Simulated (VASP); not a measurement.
Runs of VASP 6.6.1 on Ru. The structure is that of space group P6_3/mmc (No. 194), or close to it. The cells are those of the table. 

```csv
task,cell,k mesh,gap on the mesh (eV),pressure (GPa),relaxed volume (Å³/atom)
single point,"a = 2.720, b = 2.720, c = 4.297 Å, angles 90.0, 90.0, 120.0°, 2 atoms",18 × 18 × 10,none,0.0,-
relaxation of cell and atoms,"relaxed from a = 2.690, b = 2.690, c = 4.250 Å, angles 90.0, 90.0, 120.0°, 2 atoms",9 × 9 × 6,none,-0.4,13.77
relaxation of cell and atoms,"relaxed from a = 2.718, b = 2.718, c = 4.298 Å, angles 90.0, 90.0, 120.0°, 2 atoms",18 × 18 × 10,none,0.0,(a)
single point,"a = 2.718, b = 2.718, c = 4.298 Å, angles 90.0, 90.0, 120.0°, 2 atoms",9 × 9 × 6,none,0.0,-
```

Alike in all rows: level PBE; potentials or basis VASP PAW PBE potentials, release 64 (Ru_pv); no spin polarisation; cutoff (eV) 500; smearing gaussian 0.1 eV.

Q: Estimate the missing entries.

A: (a) 13.76.

A k mesh can miss the band edges, and the runs leave out spin-orbit coupling on Ru.

A gap of «none» marks levels without a gap at the run's occupations.
